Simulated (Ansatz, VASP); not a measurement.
**One calculation of Sn, two programs**

INCAR

```
SYSTEM = Sn
ALGO = Normal
EDIFF = 1E-6
ENCUT = 520
GGA = CA
ISIF = 2
ISMEAR = -1
LASPH = .TRUE.
LCHARG = .TRUE.
LELF = .TRUE.
LREAL = .FALSE.
LVHAR = .TRUE.
LWAVE = .FALSE.
NBANDS = 13
NELM = 100
PREC = Accurate
SIGMA = 0.1
```

The input KPOINTS:

```
k-points
0
G
  12 12 12
  0 0 0
```

File POSCAR:

```
Sn
1.0
   -1.7714040966      1.8216855973      2.3991051451
    1.7714040966     -1.8216855973      2.3991051451
    1.7714040966      1.8216855973     -2.3991051451
Sn
1
Direct
    0.0000000000      0.0000000000      0.0000000000
```

Input for Ansatz:

```yaml
crystal:
  lattice:
    - [-1.7714040965995426, 1.8216855973163815, 2.3991051450623284]
    - [1.7714040965995426, -1.8216855973163815, 2.3991051450623284]
    - [1.7714040965995426, 1.8216855973163815, -2.3991051450623284]
  atoms:
    - { symbol: Sn, position: [0.0, 0.0, 0.0] }
basis:
  ecutwfc: 500.0
kpoints:
  mp_grid:
    grid: [12, 12, 12]
hamiltonian:
  xc: lda
scf:
  occupations:
    method: fermi_dirac
    width: 0.1
output:
  stress: true
```

Alike in both runs: task single point; functional LDA; k mesh 12 × 12 × 12; occupations fermi-dirac, width 0.1 eV; no spin polarisation.

```csv
,VASP,Ansatz
version,VASP 6.6.1,Ansatz 0.2.0
potentials or method,"VASP PAW LDA potentials, release 64 (Sn_d), cutoff 520 eV","plane waves, PAW"
valence electrons in the cell,14,14
```

```tsv
	VASP	Ansatz	Ansatz less VASP
pressure (GPa)	-6.8	-6.8	-0.08
traceless stress, the component that is largest in VASP (GPa)	-0.28	-0.28	-0.007
```

LDA's correlation is that of Perdew and Zunger in VASP and of Perdew and Wang (1992) in Ansatz.
